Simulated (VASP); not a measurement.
Ta:

```
Ta
1.0
     2.90037    0.00000    0.00000
    -1.45019    2.51180    0.00000
     0.00000    0.00000    5.16627
Ta
2
Direct
  0.33333 0.66667 0.25000
  0.66667 0.33333 0.75000
```

| Quantity | Value |
| --- | --- |
| Program | VASP 6.6.1 |
| Task | relaxation of cell and atoms |
| Functional | PBEsol |
| Dispersion | D4 |
| Potentials or basis | VASP PAW PBE potentials, release 64 (Ta_pv) |
| Cutoff | 600 eV |
| k mesh | 11 × 11 × 5 |
| Occupations | fermi-dirac, width 0.05 eV |
| Spin | no spin polarisation |

At the start: pressure -8.7 GPa; volume 18.82 Å³/atom.

Q: Where does the relaxation end?

A: Over 4 steps the energy falls by 23.7 meV/atom and the volume is 17.99 Å³/atom (-4.4 %); space group P6_3/mmc (No. 194, to 0.05 Å).

Step by step:
```tsv
step	energy change (eV)	largest force (eV/Å)	pressure (GPa)	volume (Å³)
1	0.0000	0.0000	-8.70	37.64
2	0.2419	0.0000	27.61	32.34
3	-0.0474	0.0000	-0.37	36.03
4	-0.0474	0.0000	-0.03	35.98
```

Final structure:
```
Ta
1.0
     2.85388    0.00000    0.00000
    -1.42694    2.47154    0.00000
     0.00000    0.00000    5.10039
Ta
2
Direct
  0.33333 0.66667 0.25000
  0.66667 0.33333 0.75000
```

Caveat: the PAW data sets were made with another functional, which shifts forces and pressure a little; pairwise dispersion overbinds metals, which lowers pressure and volume.
